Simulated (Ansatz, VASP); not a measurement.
# MgO2 in VASP and in Ansatz

File INCAR:

```
SYSTEM = MgO2
  PREC = Accurate
  ENCUT = 600
  EDIFF = 1E-6
  ISMEAR = 0
  SIGMA = 0.02
  LREAL = .FALSE.
  LASPH = .TRUE.
  NELM = 120
  ALGO = Normal
  ISIF = 2
  LWAVE = .FALSE.
  LCHARG = .TRUE.
  GGA = PS
  LELF = .TRUE.
  LVHAR = .TRUE.
  NBANDS = 14
  GGA_COMPAT = .FALSE.
```

KPOINTS

```
regular mesh
0
G
  12 12 12
  0 0 0
```

POSCAR

```
MgO2
1.0
    1.6047610160      0.9265092046      3.4939788749
   -1.6047610160      0.9265092046      3.4939788749
    0.0000000000     -1.8530184092      3.4939788749
Mg O
1 2
Direct
    0.0000000000      0.0000000000      0.0000000000
    0.4287860000      0.4287860000      0.4287860000
    0.5712140000      0.5712140000      0.5712140000
```

Input for Ansatz:

```yaml
crystal:
  lattice:
    - [1.604761016, 0.9265092046, 3.4939788749]
    - [-1.604761016, 0.9265092046, 3.4939788749]
    - [0.0, -1.8530184092, 3.4939788749]
  atoms:
    - { symbol: Mg, position: [0.0, 0.0, 0.0] }
    - { symbol: O, position: [0.428786, 0.428786, 0.428786] }
    - { symbol: O, position: [0.571214, 0.571214, 0.571214] }
basis:
  ecutwfc: 420
kpoints:
  mp_grid: { grid: [12, 12, 12] }
hamiltonian:
  xc: pbesol
scf:
  occupations: { method: gaussian, width: 0.02 }
output:
  forces: true
  stress: true
  eigenvalues: true
  populations: true
```

Alike in both runs: task single point; functional PBEsol; k mesh 12 × 12 × 12; occupations gaussian, width 0.02 eV; no spin polarisation.

```csv
,VASP,Ansatz
version,VASP 6.6.1,Ansatz 0.2.0
potentials or method,"VASP PAW PBE potentials, release 64 (Mg, O), cutoff 600 eV","scalar-relativistic, plane waves, PAW"
valence electrons in the cell,14,22
```

Ansatz gave:

```
gap on the k mesh at the Fermi level (eV)                     : 2.23
least direct gap on the mesh (eV)                             : 2.23
pressure (GPa)                                                : -4.8
traceless stress, the component that is largest in VASP (GPa) : -2.17
rms of the force components (eV/Å)                            : 0.143
```

Question: What did VASP give for the same quantities?

Answer: gap on the k mesh at the Fermi level (eV): 2.21; least direct gap on the mesh (eV): 2.21; pressure (GPa): -5.2; traceless stress, the component that is largest in VASP (GPa): -1.21; rms of the force components (eV/Å): 0.063.

VASP's potentials were made for PBE, not for PBEsol. Atom by atom the forces differ by 0.080 eV/Å (rms over components). The functional is the same, so the differences come from potentials, cutoffs and numerics. VASP's potentials hold 14 valence electrons a cell and Ansatz's 22, so a difference there can come from the potentials and not from the codes.
